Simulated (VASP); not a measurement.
A run of VASP 6.6.1:

POSCAR

```
ZnO
1.0
    5.5175700000      0.0000000000      0.0000000000
    0.0000000000      5.5175700000      0.0000000000
    0.0000000000      0.0000000000      3.2587790000
Zn O
4 4
Direct
    0.1819730000      0.1819730000      0.5000000000
    0.8180270000      0.8180270000      0.5000000000
    0.6819730000      0.3180270000      0.0000000000
    0.3180270000      0.6819730000      0.0000000000
    0.8172470000      0.1827530000      0.5000000000
    0.1827530000      0.8172470000      0.5000000000
    0.6827530000      0.6827530000      0.0000000000
    0.3172470000      0.3172470000      0.0000000000
```

INCAR.step1

```
SYSTEM = ZnO
PREC = Accurate ; ENCUT = 520
ISMEAR = 0 ; SIGMA = 0.01
LREAL = .FALSE. ; LASPH = .TRUE.
NELM = 60 ; NBANDS = 46
GGA = PE ; ALGO = Normal
EDIFF = 1E-4 ; LWAVE = .TRUE.
LCHARG = .FALSE.
```

File INCAR.step2:

```
SYSTEM = ZnO
PREC = Accurate ; ENCUT = 520
EDIFF = 1E-6 ; ISMEAR = 0
SIGMA = 0.01 ; LREAL = .FALSE.
LASPH = .TRUE. ; NELM = 60
ALGO = Normal ; ISIF = 2
LWAVE = .FALSE. ; LCHARG = .FALSE.
METAGGA = R2SCAN ; LMIXTAU = .TRUE.
NBANDS = 46 ; ISTART = 1
```

File KPOINTS:

```
regular mesh
0
G
  4 4 6
  0 0 0
```

Potentials or basis: VASP PAW PBE potentials, release 64 (Zn, O).

Run with:

```sh
$ cat potpaw_PBE.64/Zn/POTCAR potpaw_PBE.64/O/POTCAR > POTCAR
$ cp INCAR.step1 INCAR
$ mpirun -np 1 vasp_std > vasp.out
$ cp INCAR.step2 INCAR
$ mpirun -np 1 vasp_std > vasp.out
```

Hardware: 1 thread of AMD EPYC 7R13 Processor (Zen 3) (shared host).

**Question.** How long does it take, and how much memory?

**Answer.** It took 5 min on 1 thread of AMD EPYC 7R13 Processor (Zen 3), on a shared host, peak memory 0.22 GiB. Counts: k points 24.
